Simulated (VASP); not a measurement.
# Be in VASP: notebook, part 2 of 2

VASP 6.6.1. Earlier steps stand in the parts before.

## Step 3: Single point, PBEsol (equal xx and yy strain of +3 %)

Input file INCAR:

```
SYSTEM = Be
PREC = Accurate
ENCUT = 520
EDIFF = 1E-6
ISMEAR = -1
SIGMA = 0.03
LREAL = .FALSE.
LASPH = .TRUE.
NELM = 80
ALGO = Normal
ISIF = 2
LWAVE = .FALSE.
LCHARG = .FALSE.
GGA = PS
NBANDS = 7
```

Input file KPOINTS:

```
regular mesh
0
G
  23 23 23
  0 0 0
```

Input file POSCAR:

```
Be
1.0
   -1.2907145798      1.2907145798      1.2531209513
    1.2907145798     -1.2907145798      1.2531209513
    1.2907145798      1.2907145798     -1.2531209513
Be
1
Direct
    0.0000000000      0.0000000000      0.0000000000
```

Potentials or basis: VASP PAW PBE potentials, release 64 (Be).

Launch:

```console
$ cat potpaw_PBE.64/Be/POTCAR > POTCAR
$ mpirun -np 1 vasp_std > vasp.out
```

OUTCAR:

```text
SYSTEM = Be
   PREC = Accurate
   ENCUT = 520
   EDIFF = 1E-6
   ISMEAR = -1
   LREAL = .FALSE.
   LASPH = .TRUE.
   NELM = 80
   ISIF = 2
   GGA = PS

 ion  position               nearest neighbor table
   1  0.000  0.000  0.000-

  LATTYP: Found a body centered tetragonal cell.
 ALAT       =     2.5814291596
 C/A-ratio  =     0.9708737864

  Lattice vectors:

 A1 = (  -1.2907145798,   1.2907145798,   1.2531209513)
 A2 = (   1.2907145798,  -1.2907145798,   1.2531209513)
 A3 = (   1.2907145798,   1.2907145798,  -1.2531209513)

Analysis of symmetry for initial positions (statically):
=====================================================================
 Subroutine PRICEL returns:
 Original cell was already a primitive cell.

 Routine SETGRP: Setting up the symmetry group for a
 body centered tetragonal supercell.

 Subroutine GETGRP returns: Found 16 space group operations
 (whereof 16 operations were pure point group operations)
 out of a pool of 16 trial point group operations.

The static configuration has the point symmetry D_4h.

Analysis of symmetry for dynamics (positions and initial velocities):
=====================================================================
 Subroutine PRICEL returns:
 Original cell was already a primitive cell.

 Routine SETGRP: Setting up the symmetry group for a
 body centered tetragonal supercell.

 Subroutine GETGRP returns: Found 16 space group operations
 (whereof 16 operations were pure point group operations)
 out of a pool of 16 trial point group operations.

The dynamic configuration has the point symmetry D_4h.

 Subroutine INISYM returns: Found 16 space group operations
 (whereof 16 operations are pure point group operations),
 and found     1 'primitive' translations

----------------------------------------------------------------------------------------

                                     Primitive cell

  volume of cell :       8.3505

  direct lattice vectors                    reciprocal lattice vectors
    -1.290714580  1.290714580  1.253120951     0.000000000  0.387382314  0.399003783
     1.290714580 -1.290714580  1.253120951     0.387382314  0.000000000  0.399003783
     1.290714580  1.290714580 -1.253120951     0.387382314  0.387382314  0.000000000

  length of vectors
     2.214091320  2.214091320  2.214091320     0.556119659  0.556119659  0.547841322

  position of ions in fractional coordinates (direct lattice)
     0.000000000  0.000000000  0.000000000

  ion indices of the primitive-cell ions
   primitive index   ion index
                 1           1

----------------------------------------------------------------------------------------

 KPOINTS: regular mesh

Automatic generation of k-mesh.
 Grid dimensions read from file:
 generate k-points for:   23   23   23

 Generating k-lattice:

  Cartesian coordinates                     Fractional coordinates (reciprocal lattice)
     0.000000000  0.016842709  0.017347991     0.043478261  0.000000000 -0.000000000
     0.016842709  0.000000000  0.017347991     0.000000000  0.043478261 -0.000000000
     0.016842709  0.016842709  0.000000000     0.000000000  0.000000000  0.043478261

  Length of vectors
     0.024179116  0.024179116  0.023819188

  Shift w.r.t. Gamma in fractional coordinates (k-lattice)
     0.000000000  0.000000000  0.000000000

 Subroutine IBZKPT returns following result:
 ===========================================

 Found    936 irreducible k-points:

 Following reciprocal coordinates:
            Coordinates               Weight
  0.000000  0.000000  0.000000      1.000000
  0.043478  0.000000  0.000000      8.000000
  0.086957 -0.000000  0.000000      8.000000
  0.130435  0.000000 -0.000000      8.000000
  0.173913  0.000000 -0.000000      8.000000
  0.217391  0.000000 -0.000000      8.000000
[... 16 lines left out ...]
  0.478261  0.043478 -0.000000     16.000000
 -0.478261  0.043478 -0.000000     16.000000
 [... further k-points ...]
   k-points           NKPTS =    936   k-points in BZ     NKDIM =    936   number of bands    NBANDS=      7
   number of dos      NEDOS =    301   number of ions     NIONS =      1
   total plane-waves  NPLWV =   4096
   dimension x,y,z NGX =    16 NGY =   16 NGZ =   16
   dimension x,y,z NGXF=    32 NGYF=   32 NGZF=   32
   ions per type =               1
   NGX,Y,Z   is equivalent  to a cutoff of  12.01, 12.01, 12.01 a.u.
   NGXF,Y,Z  is equivalent  to a cutoff of  24.03, 24.03, 24.03 a.u.
 SYSTEM =  Be
   PREC   = accura    normal or accurate (medium, high low for compatibility)
   ISTART =      0    job   : 0-new  1-cont  2-samecut
   ICHARG =      2    charge: 1-file 2-atom 10-const
   ISPIN  =      1    spin polarized calculation?
   LNONCOLLINEAR =      F non collinear calculations
   LSORBIT =      F    spin-orbit coupling
   LASPH  =      T    aspherical Exc in radial PAW
   ENCUT  =  520.0 eV  38.22 Ry    6.18 a.u.   4.12  4.12  4.12*2*pi/ulx,y,z
   NELM   =     80;   NELMIN=  2; NELMDL= -5     # of ELM steps
   EDIFF  = 0.1E-05   stopping-criterion for ELM
   LREAL  =      F    real-space projection
   EDIFFG = 0.1E-04   stopping-criterion for IOM
   NSW    =      0    number of steps for IOM
   IBRION =     -1    ionic relax: 0-MD 1-quasi-New 2-CG
   NFREE  =      0    steps in history (QN), initial steepest desc. (CG)
   ISIF   =      2    stress and relaxation
   ISYM   =      2    0-nonsym 1-usesym 2-fastsym
   POTIM  = 0.5000    time-step for ionic-motion
   TEBEG  =    0.0;   TEEND  =   0.0 temperature during run
   PSTRESS=    0.0 pullay stress
   NELECT =       2.0000    total number of electrons
   NUPDOWN=      -1.0000    fix difference up-down
   EMIN   =  10.00;   EMAX   =-10.00  energy-range for DOS
   EFERMI =   0.00;   METHOD = LEGACY
   ISMEAR =    -1;   SIGMA  =   0.03  broadening in eV -4-tet -1-fermi 0-gaus
   EFERMI_NEDOS =   21; number of points for ismear=-14 and -15
   IALGO  =     38    algorithm
   IMIX   =      4    mixing-type and parameters
     AMIX     =   0.40;   BMIX     =  1.00
     AMIX_MAG =   1.60;   BMIX_MAG =  1.00
  volume/ion in A,a.u.               =       8.35        56.35
  Fermi-wavevector in a.u.,A,eV,Ry     =   1.016671  1.921229 14.063248  1.033620
  Thomas-Fermi vector in A             =   2.150028
   LORBIT       =      0    0 simple, 1 ext, 2 COOP (PROOUT), +10 PAW based schemes
   GGA     = PS    functional components
   LHFCALC =     F    Hartree Fock is set to
   AEXX    =    0.0000 exact exchange contribution
   IVDW    =     0    specifies the selected vdW correction
   LEPSILON=     F    determine dielectric tensor
   LRPA    =     F    only Hartree local field effects (RPA)
 non-spin polarized calculation
  energy-cutoff  :      520.00
  volume of cell :        8.35
 maximum number of plane-waves:       238
   NGX =  9   NGY =  9   NGZ =  9

 number of electron       2.0000000 magnetization

 Free energy of the ion-electron system (eV)
  ---------------------------------------------------
  ext. energy  EPLUGINS =         0.00000000
  ---------------------------------------------------
  free energy    TOTEN  =        -3.88403228 eV

  energy without entropy =       -3.88356490  energy(sigma->0) =       -3.88379859

 E-fermi :   7.3719     XC(G=0): -10.4358

 val. band max:        7.3602040335   @ k =   0.3478   0.3043   0.0870
 cond. band min:       7.3776663856   @ k =  -0.3913  -0.4783   0.3043
 fundamental gap:      0.0174623521
 Fermi energy:         7.3719186256

 k-point     1 :       0.0000    0.0000    0.0000
  band No.  band energies     occupation
      1      -4.4681      2.00000
      2      25.7424      0.00000
      3      25.7424      0.00000
      4      26.0119      0.00000
      5      36.1388      0.00000
      6      37.4171      0.00000
      7      37.4171      0.00000

 k-point     2 :       0.0435    0.0000    0.0000
  band No.  band energies     occupation
      1      -4.4027      2.00000
      2      25.4765      0.00000
      3      25.5377      0.00000
      4      25.8494      0.00000
      5      35.7497      0.00000
      6      36.3032      0.00000
      7      37.3422      0.00000
[... 201 lines left out ...]
 k-point    23 :       0.4783    0.0435   -0.0000
  band No.  band energies     occupation
      1       2.5493      2.00000
      2       7.7710      0.00000
      3      18.6693      0.00000
      4      21.3541      0.00000
      5      27.4751      0.00000
      6      32.3452      0.00000
      7      42.3583      0.00000

 k-point    24 :      -0.4783    0.0435   -0.0000
  band No.  band energies     occupation
      1       2.1305      2.00000
      2       8.3447      0.00000
      3      18.7310      0.00000
      4      21.4253      0.00000
      5      27.5687      0.00000
      6      32.3118      0.00000
      7      42.2243      0.00000

 [... further k-points ...]
[... 5 lines left out ...]
  --------------------------------------------------------------------------------------
  -------------------------------------------------------------------------------------
  Total       -0.4285264     -0.4285264     -0.3821418      0.0000000      0.0000000      0.0000000
  in kB      -82.2194895    -82.2194895    -73.3198707      0.0000000      0.0000000      0.0000000
  external PRESSURE =     -79.2529499 kB  Pullay stress =       0.0000000 kB

 VOLUME and BASIS-vectors are now :
 -----------------------------------------------------------------------------
  energy-cutoff  :      520.00
  volume of cell :        8.35
      direct lattice vectors                 reciprocal lattice vectors
    -1.290714580  1.290714580  1.253120951     0.000000000  0.387382314  0.399003783
     1.290714580 -1.290714580  1.253120951     0.387382314  0.000000000  0.399003783
     1.290714580  1.290714580 -1.253120951     0.387382314  0.387382314  0.000000000

 POSITION                                       TOTAL-FORCE (eV/Angst)
 -----------------------------------------------------------------------------------
      0.00000      0.00000      0.00000         0.000000     -0.000000      0.000000
 -----------------------------------------------------------------------------------
    total drift:                               -0.000000      0.000000      0.000000

  FREE ENERGIE OF THE ION-ELECTRON SYSTEM (eV)
  ---------------------------------------------------
  free  energy   TOTEN  =        -3.8840322815 eV

  energy  without entropy=       -3.8835648951  energy(sigma->0) =       -3.88379859
```

OSZICAR:

```text
N       E                     dE             d eps       ncg     rms          rms(c)
DAV:   1    -0.275452047698E+01   -0.27545E+01   -0.11022E+03 14112   0.232E+02
DAV:   2    -0.389375190607E+01   -0.11392E+01   -0.10922E+01 18396   0.246E+01
DAV:   3    -0.389571957046E+01   -0.19677E-02   -0.19645E-02 14686   0.880E-01
DAV:   4    -0.389571992841E+01   -0.35795E-06   -0.35761E-06 19950   0.124E-02
DAV:   5    -0.389571992855E+01   -0.13821E-09   -0.66651E-10 14854   0.618E-05    0.763E-01
DAV:   6    -0.388748515328E+01    0.82348E-02   -0.42105E-04 14287   0.220E-01    0.464E-01
DAV:   7    -0.388403747923E+01    0.34477E-02   -0.47846E-04 14021   0.226E-01    0.161E-02
DAV:   8    -0.388403175088E+01    0.57283E-05   -0.11642E-06 15813   0.998E-03    0.270E-03
DAV:   9    -0.388403228153E+01   -0.53065E-06   -0.11924E-07 12110   0.200E-03
   1 F= -.38840323E+01 E0= -.38837986E+01  d E =-.467386E-03
```

stdout:

```text
POSCAR found type information on POSCAR Be
 POSCAR found :  1 types and       1 ions
 scaLAPACK will be used
 -----------------------------------------------------------------------------
|                                                                             |
|                                                                             |
|     You enforced a specific xc type in the INCAR file but a different       |
|     I HOPE YOU KNOW WHAT YOU ARE DOING!                                     |
|                                                                             |
 -----------------------------------------------------------------------------

 LDA part: xc-table for (Slater+PW92), standard interpolation
 POSCAR, INCAR and KPOINTS ok, starting setup
 FFT: planning ... GRIDC
 FFT: planning ... GRID_SOFT
 FFT: planning ... GRID
 WAVECAR not read
 entering main loop
```

Wall time 16 s (1 thread of AMD EPYC 9R45 (Zen 5), shared host); peak memory 0.12 GiB.

What came out:

| Item | Value |
| --- | --- |
| Free energy | -3.8840 eV |
| Pressure | -7.9 GPa |
| Band gap on the k mesh | zero (band 1 reaches 10.86 eV, above the bottom of band 2 at 6.25 eV) |

Levels at points of the mesh, in eV from the Fermi level:
```
           k point  band 1  band 2  band 3  band 4
(0.00, 0.00, 0.00)  -11.84   18.37   18.37   18.64
```

Caveat: the cell differs from its parent crystal (equal xx and yy strain of +3 %); the PAW data sets were made with another functional, which shifts forces and pressure a little.

## Step 4: Single point, PBEsol (volume scaled by 0.9405)

INCAR is that of step 3.

KPOINTS is that of step 3.

Input file POSCAR:

```
Be
1.0
   -1.2277574868      1.2277574868      1.2277574868
    1.2277574868     -1.2277574868      1.2277574868
    1.2277574868      1.2277574868     -1.2277574868
Be
1
Direct
    0.0000000000      0.0000000000      0.0000000000
```

Launch:

```console
$ cat potpaw_PBE.64/Be/POTCAR > POTCAR
$ mpirun -np 1 vasp_std > vasp.out
```

Wall time 5.9 s (1 thread of Intel Xeon Platinum 8259CL at 2.50GHz (Skylake/Cascade Lake), shared host); peak memory 0.12 GiB.

Results (log left out):

```yaml
Free_energy: -3.8920 eV
Pressure: 6.5 GPa
Band_gap_on_the_k_mesh: zero (band 1 reaches 12.15 eV, above the bottom of band 2 at 7.05 eV)
```

Levels at points of the mesh, in eV from the Fermi level:
| k point | band 1 | band 2 | band 3 | band 4 | band 5 | band 6 |
| --- | --- | --- | --- | --- | --- | --- |
| (0.00, 0.00, 0.00) | -12.62 | 20.32 | 20.32 | 20.32 | 31.92 | 31.92 |

Caveat: the PAW data sets were made with another functional, which shifts forces and pressure a little.

## Step 5: Single point, PBEsol (volume scaled by 0.94)

Input file INCAR:

```
SYSTEM = Be
  ALGO = Normal
  EDIFF = 1E-7
  ENCUT = 520
  GGA = PS
  ISIF = 2
  ISMEAR = -1
  LASPH = .True.
  LCHARG = .True.
  LELF = .True.
  LREAL = .False.
  LVHAR = .True.
  LWAVE = .False.
  NBANDS = 7
  NELM = 60
  PREC = Accurate
  SIGMA = 0.03
```

Input file KPOINTS:

```
k-points
0
Gamma
  23 23 23
  0 0 0
```

Input file POSCAR:

```
Be
1.0
   -1.2275398764      1.2275398764      1.2275398764
    1.2275398764     -1.2275398764      1.2275398764
    1.2275398764      1.2275398764     -1.2275398764
Be
1
Direct
    0.0000000000      0.0000000000      0.0000000000
```

Launch:

```console
$ cat potpaw_PBE.64/Be/POTCAR > POTCAR
$ mpirun -np 1 vasp_std > vasp.out
```

It took 6.7 s on 1 thread of Intel Xeon Platinum 8259CL at 2.50GHz (Skylake/Cascade Lake), shared host; peak memory 0.12 GiB.

Results (log left out):

```yaml
Free_energy: -3.8919 eV
Pressure: 6.6 GPa
Band_gap_on_the_k_mesh: zero (band 1 reaches 12.15 eV, above the bottom of band 2 at 7.05 eV)
```

Levels at points of the mesh, in eV from the Fermi level:
| k point | band 1 | band 2 | band 3 | band 4 | band 5 |
| --- | --- | --- | --- | --- | --- |
| (0.00, 0.00, 0.00) | -12.62 | 20.32 | 20.32 | 20.32 | 31.93 |

Caveat: the PAW data sets were made with another functional, which shifts forces and pressure a little.

## Step 6: Single point, PBEsol (volume scaled by 0.97)

Input file INCAR:

```
PREC = Accurate
ENCUT = 520
EDIFF = 1E-7
ISMEAR = -1
SIGMA = 0.03
LREAL = False
LASPH = True
NELM = 60
ALGO = Normal
ISIF = 2
LWAVE = False
LCHARG = False
GGA = PS
NBANDS = 7
```

Input file KPOINTS:

```
regular mesh
0
Gamma
  23 23 23
```

Input file POSCAR:

```
Be
1.0
   -1.2404622984      1.2404622984      1.2404622984
    1.2404622984     -1.2404622984      1.2404622984
    1.2404622984      1.2404622984     -1.2404622984
Be
1
Direct
    0.0000000000      0.0000000000      0.0000000000
```

Potentials or basis: VASP PAW PBE potentials, release 64 (Be).

Launch:

```console
$ cat potpaw_PBE.64/Be/POTCAR > POTCAR
$ mpirun -np 1 vasp_std > vasp.out
```

Run time: 6.6 s. Hardware: 1 thread of Intel Xeon Platinum 8259CL at 2.50GHz (Skylake/Cascade Lake), shared host; peak memory 0.12 GiB.

It converged, with:

```yaml
Free_energy: -3.8983 eV
Pressure: 2.2 GPa
Band_gap_on_the_k_mesh: zero (band 1 reaches 11.79 eV, above the bottom of band 2 at 6.81 eV)
```

Levels at points of the mesh, in eV from the Fermi level:
| k point | band 1 | band 2 | band 3 | band 4 | band 5 | band 6 |
| --- | --- | --- | --- | --- | --- | --- |
| (0.00, 0.00, 0.00) | -12.44 | 19.81 | 19.81 | 19.81 | 31.28 | 31.28 |

Caveat: the PAW data sets were made with another functional, which shifts forces and pressure a little.

## Step 7: Overview

| cell | gap on the mesh (eV) | pressure (GPa) |
| --- | --- | --- |
| a = 2.185 Å, angles 109.2, 109.2, 110.0°, 1 atom | none | -3.9 |
| a = 2.214 Å, angles 108.7, 108.7, 111.1°, 1 atom | none | -7.9 |
| a = 2.127 Å, angles 109.5°, 1 atom | none | 6.5 |
| a = 2.126 Å, angles 109.5°, 1 atom | none | 6.6 |
| a = 2.149 Å, angles 109.5°, 1 atom | none | 2.2 |

Alike in all rows: task single point; level PBEsol; potentials or basis VASP PAW PBE potentials, release 64 (Be); no spin polarisation; k mesh 23 × 23 × 23; cutoff (eV) 520; smearing fermi-dirac 0.03 eV.

Caveats: the PAW data sets were made with another functional, which shifts forces and pressure a little.

Total energies depend on the potentials used, so only differences within one code and one set of settings carry meaning.
